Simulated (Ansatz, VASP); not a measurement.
# Ge: VASP beside Ansatz

File INCAR:

```
ALGO     = Normal         # electronic algorithm
EDIFF    = 1E-7           # SCF threshold, eV
ENCUT    = 520            # plane-wave cutoff, eV
GGA      = RP             # functional
ISIF     = 2              # what is computed and relaxed
ISMEAR   = -1             # smearing method
LASPH    = T              # aspherical terms in the spheres
LCHARG   = T              # write CHGCAR
LELF     = T              # ELF
LREAL    = F              # projectors in reciprocal space
LVHAR    = T            
LWAVE    = F              # write WAVECAR
NBANDS   = 21             # bands
NELM     = 100            # most SCF steps
PREC     = Accurate       # precision mode
SIGMA    = 0.1            # smearing width, eV
```

The input KPOINTS:

```
k-points
0
Gamma
  14 14 10
```

The input POSCAR:

```
Ge
1.0
   -2.5748110203      2.5779164534      1.4242563878
    2.5779164534     -2.5748110203      1.4242563878
    2.5887971611      2.5887971611     -1.4185687813
Ge
2
Direct
    0.9997552703      0.0002447297      0.0000000000
    0.7502447297      0.2497552703      0.5000000000
```

Input for Ansatz:

```yaml
crystal:
  lattice:
    - [-2.5748110203, 2.5779164534, 1.4242563878]
    - [2.5779164534, -2.5748110203, 1.4242563878]
    - [2.5887971611, 2.5887971611, -1.4185687813]
  atoms:
    - { symbol: Ge, position: [0.9997552703, 0.0002447297, 0.0] }
    - { symbol: Ge, position: [0.7502447297, 0.2497552703, 0.5] }
hamiltonian:
  xc: rpbe
  pseudopotentials:
    kind: paw
    azcp:
      Ge: "pseudopotentials/Ge.paw.azcp"
basis:
  ecutwfc: 420
  fft_grid_basis: typed
kpoints:
  mp_grid: { grid: [14, 14, 10], shift: [0, 0, 0] }
magnetization:
  spin_polarized: false
scf:
  occupations: { method: fermi_dirac, width: 0.1 }
  lower_state_search: "off"
output:
  stress: true
```

Alike in both runs: task single point; functional RPBE; k mesh 14 × 14 × 10; occupations fermi-dirac, width 0.1 eV; no spin polarisation.

```csv
,VASP,Ansatz
version,VASP 6.6.1,Ansatz 0.2.0
potentials or method,"VASP PAW PBE potentials, release 64 (Ge_d), cutoff 520 eV","plane waves (420 eV) with PAW, scalar-relativistic"
valence electrons in the cell,28,28
```

```csv
,VASP,Ansatz,Ansatz less VASP
pressure (GPa),2.8,2.8,-0.01
"traceless stress, the component that is largest in VASP (GPa)",-0.38,-0.38,+0.003
```

VASP's potentials were made for PBE, not for RPBE.
